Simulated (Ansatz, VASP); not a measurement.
One calculation of Ir, two programs

Contents of INCAR:

```
SYSTEM = Ir
ALGO     = Normal         ! electronic algorithm
EDIFF    = 1E-6           ! SCF threshold, eV
ENCUT    = 520            ! plane-wave cutoff, eV
GGA      = PE             ! functional
ISIF     = 2              ! what is computed and relaxed
ISMEAR   = 0              ! smearing method
LASPH    = .TRUE.         ! aspherical terms in the spheres
LCHARG   = .FALSE.        ! write CHGCAR
LREAL    = .FALSE.        ! projectors in reciprocal space
LWAVE    = .FALSE.        ! write WAVECAR
NBANDS   = 10             ! bands
NELM     = 100            ! most SCF steps
PREC     = Accurate       ! precision mode
SIGMA    = 0.15           ! smearing width, eV
```

Contents of KPOINTS:

```
k-points
0
G
  22 22 22
  0 0 0
```

POSCAR

```
Ir
1.0
    0.0000000000      1.9197000000      1.9484955000
    1.9197000000      0.0000000000      1.9484955000
    1.9197000000      1.9197000000      0.0000000000
Ir
1
Direct
    0.0000000000      0.0000000000      0.0000000000
```

Input for Ansatz:

```yaml
crystal:
  lattice:
    - [0.0, 1.9197, 1.9484955]
    - [1.9197, 0.0, 1.9484955]
    - [1.9197, 1.9197, 0.0]
  atoms:
    - { symbol: Ir, position: [0.0, 0.0, 0.0] }
basis:
  ecutwfc: 420
kpoints:
  mp_grid: { grid: [22, 22, 22] }
hamiltonian:
  xc: pbe
scf:
  occupations: { method: gaussian, width: 0.15 }
output:
  forces: true
  stress: true
  eigenvalues: true
```

Change from the starting cell: strain +0.0150 x Voigt [0, 0, 1, 0, 0, 0], atoms carried along.

Alike in both runs: task single point; functional PBE; k mesh 22 × 22 × 22; occupations gaussian, width 0.15 eV; no spin polarisation.

|  | VASP | Ansatz |
| --- | --- | --- |
| version | VASP 6.6.1 | Ansatz 0.2.0 |
| potentials or method | VASP PAW PBE potentials, release 64 (Ir), cutoff 520 eV | scalar-relativistic, plane waves, PAW |
| valence electrons in the cell | 9 | 17 |

|  | VASP | Ansatz | Ansatz less VASP |
| --- | --- | --- | --- |
| gap on the k mesh at the Fermi level (eV) | none | none | - |
| pressure (GPa) | 4.1 | 3.5 | -0.54 |
| traceless stress, the component that is largest in VASP (GPa) | -3.55 | -3.58 | -0.029 |

A gap of «none» marks a metal or a gap that the smearing closes. The functional is the same, so the differences come from potentials, cutoffs and numerics. VASP's potentials hold 9 valence electrons a cell and Ansatz's 17, so a difference there can come from the potentials and not from the codes.

Neither program's run includes spin-orbit coupling.
